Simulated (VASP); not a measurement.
# SiC (P6_3mc) in VASP: a series of runs

The runs below take SiC through relaxation of cell and atoms, single point, with r2SCAN.

Program: VASP 6.6.1. These are calculated values, not measurements. Logs are shortened: lines on timing, memory, paths and dates and some standing lists are left out, and cuts for length are marked.

### Step 1. The cell of the first run

The structure is hexagonal, space group P6_3mc (No. 186). Conventional cell: a = 3.065 Å, b = 3.065 Å, c = 5.032 Å, α = 90.00°, β = 90.00°, γ = 120.00°. Within 2.5 Å of Si (site symmetry 3m) lie 4 C at 1.88 to 1.89 Å. C (site symmetry 3m) has 4 Si at 1.88 to 1.89 Å within 2.5 Å.

### Step 2. Relaxation of cell and atoms, r2SCAN, target pressure 1 GPa, at which the enthalpy is minimised

Contents of POSCAR:

```
SiC
1.0
    3.0652662856      0.0000000000      0.0000000000
   -1.5326331428      2.6545984727      0.0000000000
    0.0000000000      0.0000000000      5.0318738582
Si C
2 2
Direct
    0.3333333333      0.6666666667      0.4996013827
    0.6666666667      0.3333333333      0.9996013827
    0.3333333333      0.6666666667      0.8753986173
    0.6666666667      0.3333333333      0.3753986173
```

Contents of INCAR.step1:

```
ALGO     = Normal         # electronic algorithm
EDIFF    = 1E-4           # SCF threshold, eV
ENCUT    = 600            # plane-wave cutoff, eV
GGA      = PE             # functional
ISMEAR   = 0              # smearing method
LASPH    = True           # aspherical terms in the spheres
LCHARG   = False          # write CHGCAR
LREAL    = False          # projectors in reciprocal space
LWAVE    = True           # write WAVECAR
NELM     = 80             # most SCF steps
PREC     = Accurate       # precision mode
SIGMA    = 0.02           # smearing width, eV
```

Contents of INCAR.step2:

```
ALGO     = Normal         # electronic algorithm
EDIFF    = 1E-7           # SCF threshold, eV
EDIFFG   = -0.008         # ionic threshold
ENCUT    = 600            # plane-wave cutoff, eV
IBRION   = 2              # ionic algorithm
ISIF     = 3              # what is computed and relaxed
ISMEAR   = 0              # smearing method
ISTART   = 1            
LASPH    = True           # aspherical terms in the spheres
LCHARG   = False          # write CHGCAR
LMIXTAU  = True         
LREAL    = False          # projectors in reciprocal space
LWAVE    = False          # write WAVECAR
METAGGA  = R2SCAN         # meta-GGA
NELM     = 80             # most SCF steps
NSW      = 70             # ionic steps
PREC     = Accurate       # precision mode
PSTRESS  = 10.0         
SIGMA    = 0.02           # smearing width, eV
```

Contents of KPOINTS:

```
k-points
0
Gamma
  12 12 6
```

Potentials or basis: VASP PAW PBE potentials, release 64 (Si, C).

Command:

```console
cat potpaw_PBE.64/Si/POTCAR potpaw_PBE.64/C/POTCAR > POTCAR
cp INCAR.step1 INCAR
mpirun -np 1 vasp_std > vasp.out
cp INCAR.step2 INCAR
mpirun -np 1 vasp_std > vasp.out
```

OUTCAR:

```text
EDIFF = 1E-7
   EDIFFG = -0.008
   ENCUT = 600
   IBRION = 2
   ISIF = 3
   ISMEAR = 0
   ISTART = 1
   LASPH = True
   LREAL = False
   METAGGA = R2SCAN
   NELM = 80
   NSW = 70
   PREC = Accurate
   PSTRESS = 10.0

 ion  position               nearest neighbor table
   1  0.333  0.667  0.500-   4 1.88   4 1.88   4 1.88   3 1.89   2 3.08   2 3.08   2 3.08   2 3.08
                             2 3.08   2 3.08
   2  0.667  0.333  1.000-   3 1.88   3 1.88   3 1.88   4 1.89   1 3.08   1 3.08   1 3.08   1 3.08
                             1 3.08   1 3.08
   3  0.333  0.667  0.875-   2 1.88   2 1.88   2 1.88   1 1.89
   4  0.667  0.333  0.375-   1 1.88   1 1.88   1 1.88   2 1.89

  LATTYP: Found a hexagonal cell.
 ALAT       =     3.0652662856
 C/A-ratio  =     1.6415780521

  Lattice vectors:

 A1 = (   3.0652662856,   0.0000000000,   0.0000000000)
 A2 = (  -1.5326331428,   2.6545984727,   0.0000000000)
 A3 = (   0.0000000000,   0.0000000000,   5.0318738582)

Analysis of symmetry for initial positions (statically):
=====================================================================
 Subroutine PRICEL returns:
 Original cell was already a primitive cell.

 Routine SETGRP: Setting up the symmetry group for a
 hexagonal supercell.

 Subroutine GETGRP returns: Found 12 space group operations
 (whereof  6 operations were pure point group operations)
 out of a pool of 24 trial point group operations.

The static configuration has the point symmetry C_3v.
 The point group associated with its full space group is C_6v.

Analysis of symmetry for dynamics (positions and initial velocities):
=====================================================================
 Subroutine PRICEL returns:
 Original cell was already a primitive cell.

 Routine SETGRP: Setting up the symmetry group for a
 hexagonal supercell.

 Subroutine GETGRP returns: Found 12 space group operations
 (whereof  6 operations were pure point group operations)
 out of a pool of 24 trial point group operations.

The dynamic configuration has the point symmetry C_3v.
 The point group associated with its full space group is C_6v.

 Subroutine INISYM returns: Found 12 space group operations
 (whereof  6 operations are pure point group operations),
 and found     1 'primitive' translations

----------------------------------------------------------------------------------------

                                     Primitive cell

[... 106 lines left out ...]
   NUPDOWN=      -1.0000    fix difference up-down
   EMIN   =  10.00;   EMAX   =-10.00  energy-range for DOS
   EFERMI =   0.00;   METHOD = LEGACY
   ISMEAR =     0;   SIGMA  =   0.02  broadening in eV -4-tet -1-fermi 0-gaus
   EFERMI_NEDOS =   21; number of points for ismear=-14 and -15
   IALGO  =     38    algorithm
   IMIX   =      4    mixing-type and parameters
     AMIX     =   0.40;   BMIX     =  1.00
     AMIX_MAG =   1.60;   BMIX_MAG =  1.00
  volume/ion in A,a.u.               =      10.24        69.08
  Fermi-wavevector in a.u.,A,eV,Ry     =   1.196876  2.261768 19.490517  1.432513
  Thomas-Fermi vector in A             =   2.332805
   LORBIT       =      0    0 simple, 1 ext, 2 COOP (PROOUT), +10 PAW based schemes
   METAGGA = R2SCAN    functional components
   LHFCALC =     F    Hartree Fock is set to
   AEXX    =    0.0000 exact exchange contribution
   IVDW    =     0    specifies the selected vdW correction
   LEPSILON=     F    determine dielectric tensor
   LRPA    =     F    only Hartree local field effects (RPA)
 conjugate gradient relaxation of ions
 non-spin polarized calculation
 Gauss-broadening in eV      SIGMA  =   0.02
  energy-cutoff  :      600.00
  volume of cell :       40.94
 maximum number of plane-waves:      1398
   NGX = 13   NGY = 13   NGZ = 21

--------------------------------------- Ionic step        1  -------------------------------------------

 number of electron      16.0000000 magnetization

 Free energy of the ion-electron system (eV)
  ---------------------------------------------------
  ext. energy  EPLUGINS =         0.00000000
  ---------------------------------------------------
  free energy    TOTEN  =       -38.63941260 eV

  energy without entropy =      -38.63941260  energy(sigma->0) =      -38.63941260

------------------------ aborting loop because EDIFF is reached ----------------------------------------

  FORCE on cell =-STRESS in cart. coord.  units (eV):
  Direction    XX          YY          ZZ          XY          YZ          ZX
  --------------------------------------------------------------------------------------
  -------------------------------------------------------------------------------------
  Total        0.4940663      0.4940663      0.4779407      0.0000000      0.0000000      0.0000000
  in kB       19.3329907     19.3329907     18.7019903      0.0000000      0.0000000      0.0000000
  external PRESSURE =       9.1226572 kB  Pullay stress =      10.0000000 kB
[... 67 lines left out ...]
--------------------------------------- Ionic step        3  -------------------------------------------

 number of electron      16.0000000 magnetization

 Free energy of the ion-electron system (eV)
  ---------------------------------------------------
  ext. energy  EPLUGINS =         0.00000000
  ---------------------------------------------------
  free energy    TOTEN  =       -38.64086650 eV

  energy without entropy =      -38.64086650  energy(sigma->0) =      -38.64086650

 E-fermi :   8.3708     XC(G=0): -11.9553

 val. band max:        8.2117981883   @ k =   0.0000   0.0000   0.0000
 cond. band min:      10.8621977187   @ k =   0.3333   0.3333   0.0000
 fundamental gap:      2.6503995304
 Fermi energy:         8.3708369232

 k-point     1 :       0.0000    0.0000    0.0000
  band No.  band energies     occupation
      1      -8.1907      2.00000
      2      -4.5411      2.00000
      3      -0.8145      2.00000
      4       6.8232      2.00000
      5       6.8232      2.00000
      6       8.0974      2.00000
      7       8.2118      2.00000
      8       8.2118      2.00000
      9      13.6441      0.00000
     10      15.0541      0.00000
     11      15.4407      0.00000
     12      15.4407      0.00000
[... 331 lines left out ...]
 k-point    24 :       0.3333   -0.0000    0.1667
  band No.  band energies     occupation
      1      -6.1417      2.00000
      2      -3.5486      2.00000
      3       0.5999      2.00000
      4       2.3559      2.00000
      5       3.2158      2.00000
      6       5.2180      2.00000
      7       6.5434      2.00000
      8       7.0513      2.00000
      9      12.0831      0.00000
     10      13.1906      0.00000
     11      15.6693      0.00000
     12      16.6464      0.00000

 [... further k-points ...]
[... 5 lines left out ...]
  --------------------------------------------------------------------------------------
  -------------------------------------------------------------------------------------
  Total        0.2550813      0.2550813      0.2609691      0.0000000     -0.0000000      0.0000000
  in kB        9.9425222      9.9425222     10.1720143      0.0000000     -0.0000000      0.0000000
  external PRESSURE =       0.0190196 kB  Pullay stress =      10.0000000 kB
[... 23 lines left out ...]
  energy  without entropy=      -38.6408665039  energy(sigma->0) =      -38.64086650

  enthalpy is  TOTEN    =       -38.3843105747 eV   P V=        0.2565559292

 reached required accuracy - stopping structural energy minimisation
```

OUTCAR.step1:

```text
EDIFF = 1E-4
   ENCUT = 600
   GGA = PE
   ISMEAR = 0
[... 593 lines left out ...]
     -0.00000      1.76973      2.51393        -0.000000     -0.000000      0.003766
      1.53263      0.88487      5.02987         0.000000      0.000000      0.003766
     -0.00000      1.76973      4.40490        -0.000000      0.000000     -0.003766
      1.53263      0.88487      1.88896         0.000000     -0.000000     -0.003766
 -----------------------------------------------------------------------------------
    total drift:                                0.000000     -0.000000      0.000164

  FREE ENERGIE OF THE ION-ELECTRON SYSTEM (eV)
  ---------------------------------------------------
  free  energy   TOTEN  =       -30.0944022597 eV

  energy  without entropy=      -30.0944022597  energy(sigma->0) =      -30.09440226
```

Run time: 2.2 min. Hardware: 1 thread of Intel Xeon Platinum 8559C (Emerald Rapids), shared host; peak memory 0.19 GiB.

What came out:

```yaml
Free_energy: -38.6409 eV
Relaxed_volume: 10.28 Å³/atom
Relaxed_cell: a = 3.069 Å, b = 3.069 Å, c = 5.038 Å, α = 90.00°, β = 90.00°, γ = 120.00°
Space_group_after_relaxing_to_0.05_Å: P6_3mc (No. 186)
Energy_change_on_relaxing_the_enthalpy_is_what_falls: -0.4 meV/atom
Ionic_steps: 3
Pressure_after_relaxing: 1.0 GPa
Band_gap_on_the_k_mesh: 2.65 eV, indirect (least direct gap 4.50 eV)
```

The path:
| step | energy change (eV) | largest force (eV/Å) | pressure (GPa) | volume (Å³) |
| --- | --- | --- | --- | --- |
| 1 | 0.0000 | 0.0014 | 1.91 | 40.94 |
| 2 | -0.0020 | 0.0043 | -0.04 | 41.29 |
| 3 | -0.0015 | 0.0013 | 1.00 | 41.10 |

Final structure:
```cif
data_structure
_symmetry_space_group_name_H-M 'P 1'
_symmetry_Int_Tables_number 1
_cell_length_a 3.0694
_cell_length_b 3.0694
_cell_length_c 5.0381
_cell_angle_alpha 90.000
_cell_angle_beta 90.000
_cell_angle_gamma 120.000
_cell_volume 41.10
loop_
_atom_site_label
_atom_site_type_symbol
_atom_site_fract_x
_atom_site_fract_y
_atom_site_fract_z
_atom_site_occupancy
Si1 Si 0.33333 0.66667 0.49961 1
Si2 Si 0.66667 0.33333 0.99961 1
C1 C 0.33333 0.66667 0.87539 1
C2 C 0.66667 0.33333 0.37539 1
```

Levels at points of the mesh, in eV from the valence-band top:
```
           k point  band 6  band 7  band 8  band 9  band 10  band 11
(0.00, 0.00, 0.00)   -0.11    0.00    0.00    5.43     6.84     7.23
(0.50, 0.00, 0.00)   -3.49   -3.38   -1.26    3.24     4.67     7.52
(0.00, 0.00, 0.50)   -0.75   -0.75   -0.75    6.55     6.55     7.93
(0.50, 0.00, 0.50)   -2.57   -2.45   -2.45    3.74     3.74     5.82
```

Caveat: the cell is relaxed towards a set pressure, so the enthalpy falls and the energy may rise; the PAW data sets were made with another functional, which shifts forces and pressure a little. A k mesh can miss the band edges.

### Step 3. Relaxation of cell and atoms, r2SCAN, target pressure -1 GPa, at which the enthalpy is minimised

This run uses another cell than the first one, of 10.44 Å³/atom, 1.020 times its volume.

Contents of POSCAR:

```
SiC
1.0
    3.0853663206      0.0000000000      0.0000000000
   -1.5426831603      2.6720056136      0.0000000000
    0.0000000000      0.0000000000      5.0648696345
Si C
2 2
Direct
    0.3333333333      0.6666666667      0.4996013827
    0.6666666667      0.3333333333      0.9996013827
    0.3333333333      0.6666666667      0.8753986173
    0.6666666667      0.3333333333      0.3753986173
```

Contents of INCAR.step1:

```
PREC = Accurate
ENCUT = 600
ISMEAR = 0
SIGMA = 0.02
LREAL = F
LASPH = T
NELM = 100
GGA = PE
ALGO = Normal
EDIFF = 1E-4
LWAVE = T
LCHARG = F
```

Contents of INCAR.step2:

```
PREC = Accurate
ENCUT = 600
EDIFF = 1E-6
ISMEAR = 0
SIGMA = 0.02
LREAL = F
LASPH = T
NELM = 100
ALGO = Normal
ISIF = 3
LWAVE = F
LCHARG = F
METAGGA = R2SCAN
LMIXTAU = T
IBRION = 2
NSW = 70
EDIFFG = -0.008
PSTRESS = -10.0
ISTART = 1
```

Contents of KPOINTS:

```
regular mesh
0
Gamma
  12 12 6
```

Potentials or basis: VASP PAW PBE potentials, release 64 (Si, C).

Command:

```console
cat potpaw_PBE.64/Si/POTCAR potpaw_PBE.64/C/POTCAR > POTCAR
cp INCAR.step1 INCAR
mpirun -np 1 vasp_std > vasp.out
cp INCAR.step2 INCAR
mpirun -np 1 vasp_std > vasp.out
```

Wall time 3.1 min (1 thread of Intel Xeon Platinum 8559C (Emerald Rapids), shared host); peak memory 0.2 GiB.

Results (log left out):

```yaml
Free_energy: -38.6419 eV
Relaxed_volume: 10.37 Å³/atom
Relaxed_cell: a = 3.078 Å, b = 3.078 Å, c = 5.053 Å, α = 90.00°, β = 90.00°, γ = 120.00°
Space_group_after_relaxing_to_0.05_Å: P6_3mc (No. 186)
Energy_change_on_relaxing_the_enthalpy_is_what_falls: -0.8 meV/atom
Ionic_steps: 3
Pressure_after_relaxing: -1.0 GPa
Band_gap_on_the_k_mesh: 2.66 eV, indirect (least direct gap 4.48 eV)
```

The path:
| step | energy change (eV) | largest force (eV/Å) | pressure (GPa) | volume (Å³) |
| --- | --- | --- | --- | --- |
| 1 | 0.0000 | 0.0020 | -2.54 | 41.76 |
| 2 | -0.0035 | 0.0058 | 0.73 | 41.15 |
| 3 | -0.0032 | 0.0017 | -1.00 | 41.47 |

Final structure:
```cif
data_structure
_symmetry_space_group_name_H-M 'P 1'
_symmetry_Int_Tables_number 1
_cell_length_a 3.0781
_cell_length_b 3.0781
_cell_length_c 5.0535
_cell_angle_alpha 90.000
_cell_angle_beta 90.000
_cell_angle_gamma 120.000
_cell_volume 41.47
loop_
_atom_site_label
_atom_site_type_symbol
_atom_site_fract_x
_atom_site_fract_y
_atom_site_fract_z
_atom_site_occupancy
Si1 Si 0.33333 0.66667 0.49959 1
Si2 Si 0.66667 0.33333 0.99959 1
C1 C 0.33333 0.66667 0.87541 1
C2 C 0.66667 0.33333 0.37541 1
```

Levels at points of the mesh, in eV from the valence-band top:
```
           k point  band 6  band 7  band 8  band 9  band 10  band 11
(0.00, 0.00, 0.00)   -0.11    0.00    0.00    5.36     6.74     7.17
(0.50, 0.00, 0.00)   -3.47   -3.35   -1.26    3.22     4.66     7.45
(0.00, 0.00, 0.50)   -0.75   -0.75   -0.75    6.47     6.47     7.88
(0.50, 0.00, 0.50)   -2.56   -2.44   -2.44    3.72     3.72     5.78
```

Caveat: the cell is relaxed towards a set pressure, so the enthalpy falls and the energy may rise; the PAW data sets were made with another functional, which shifts forces and pressure a little. r2SCAN opens gaps a little over a GGA but as a rule still falls short of measured ones.

### Step 4. Single point, r2SCAN

This run uses another cell than the first one, of 8.07 Å³/atom, 0.788 times its volume.

Contents of POSCAR:

```
SiC
1.0
    2.8354408082      0.0000000000      0.0000000000
   -1.4177204041      2.4555637708      0.0000000000
    0.0000000000      0.0000000000      4.6360505932
Si C
2 2
Direct
    0.3333333333      0.6666666667      0.4993385179
    0.6666666667      0.3333333333      0.9993385179
    0.3333333333      0.6666666667      0.8756614821
    0.6666666667      0.3333333333      0.3756614821
```

Contents of INCAR.step1:

```
PREC     = Accurate       # precision mode
ENCUT    = 520            # plane-wave cutoff, eV
ISMEAR   = 0              # smearing method
SIGMA    = 0.02           # smearing width, eV
LREAL    = False          # projectors in reciprocal space
LASPH    = True           # aspherical terms in the spheres
NELM     = 100            # most SCF steps
NBANDS   = 16             # bands
GGA      = PE             # functional
ALGO     = Normal         # electronic algorithm
EDIFF    = 1E-4           # SCF threshold, eV
LWAVE    = True           # write WAVECAR
LCHARG   = False          # write CHGCAR
```

Contents of INCAR.step2:

```
PREC     = Accurate       # precision mode
ENCUT    = 520            # plane-wave cutoff, eV
EDIFF    = 1E-6           # SCF threshold, eV
ISMEAR   = 0              # smearing method
SIGMA    = 0.02           # smearing width, eV
LREAL    = False          # projectors in reciprocal space
LASPH    = True           # aspherical terms in the spheres
NELM     = 100            # most SCF steps
ALGO     = Normal         # electronic algorithm
ISIF     = 2              # what is computed and relaxed
LWAVE    = False          # write WAVECAR
LCHARG   = False          # write CHGCAR
METAGGA  = R2SCAN         # meta-GGA
LMIXTAU  = True         
NBANDS   = 16             # bands
ISTART   = 1
```

KPOINTS is that of step 3.

Command:

```console
cat potpaw_PBE.64/Si/POTCAR potpaw_PBE.64/C/POTCAR > POTCAR
cp INCAR.step1 INCAR
mpirun -np 1 vasp_std > vasp.out
cp INCAR.step2 INCAR
mpirun -np 1 vasp_std > vasp.out
```

It took 96 s on 1 thread of AMD EPYC 9R45 (Zen 5), shared host; peak memory 0.14 GiB.

The run converged. Its results:

```
Free energy            : -36.5595 eV
Pressure               : 89.5 GPa
Largest force          : 0.003 eV/Å
Band gap on the k mesh : 2.30 eV, indirect (least direct gap 5.06 eV)
```

Forces in eV/Å, atoms in the order of the input:
```
Si   0.000  0.000 -0.003
Si   0.000  0.000 -0.003
C    0.000  0.000  0.003
C    0.000  0.000  0.003
```

Levels at points of the mesh, in eV from the valence-band top:
| k point | band 5 | band 6 | band 7 | band 8 | band 9 | band 10 | band 11 | band 12 |
| --- | --- | --- | --- | --- | --- | --- | --- | --- |
| (0.00, 0.00, 0.00) | -1.49 | -0.06 | 0.00 | 0.00 | 7.74 | 8.93 | 8.93 | 9.59 |
| (0.50, 0.00, 0.00) | -6.47 | -4.05 | -3.99 | -1.29 | 3.77 | 5.01 | 8.78 | 9.51 |
| (0.00, 0.00, 0.50) | -0.80 | -0.80 | -0.80 | -0.80 | 8.86 | 8.86 | 9.44 | 9.44 |
| (0.50, 0.00, 0.50) | -2.89 | -2.89 | -2.64 | -2.64 | 4.33 | 4.33 | 7.15 | 7.15 |

Caveat: the PAW data sets were made with another functional, which shifts forces and pressure a little. A k mesh can miss the band edges.

### Step 5. The runs side by side

| task | cell | cutoff (eV) | gap on the mesh (eV) | pressure (GPa) |
| --- | --- | --- | --- | --- |
| relaxation of cell and atoms | relaxed to 1 GPa from a = 3.065, b = 3.065, c = 5.032 Å, angles 90.0, 90.0, 120.0°, 4 atoms | 600 | 2.65 | 1.0 |
| relaxation of cell and atoms | relaxed to -1 GPa from a = 3.085, b = 3.085, c = 5.065 Å, angles 90.0, 90.0, 120.0°, 4 atoms | 600 | 2.66 | -1.0 |
| single point | a = 2.835, b = 2.835, c = 4.636 Å, angles 90.0, 90.0, 120.0°, 4 atoms | 520 | 2.30 | 89.5 |

Alike in all rows: level r2SCAN; potentials or basis VASP PAW PBE potentials, release 64 (Si, C); no spin polarisation; k mesh 12 × 12 × 6; smearing gaussian 0.02 eV.

Caveats: the PAW data sets were made with another functional, which shifts forces and pressure a little; the cell is relaxed towards a set pressure, so the enthalpy falls and the energy may rise (some runs).

Total energies depend on the potentials used, so only differences within one code and one set of settings carry meaning.
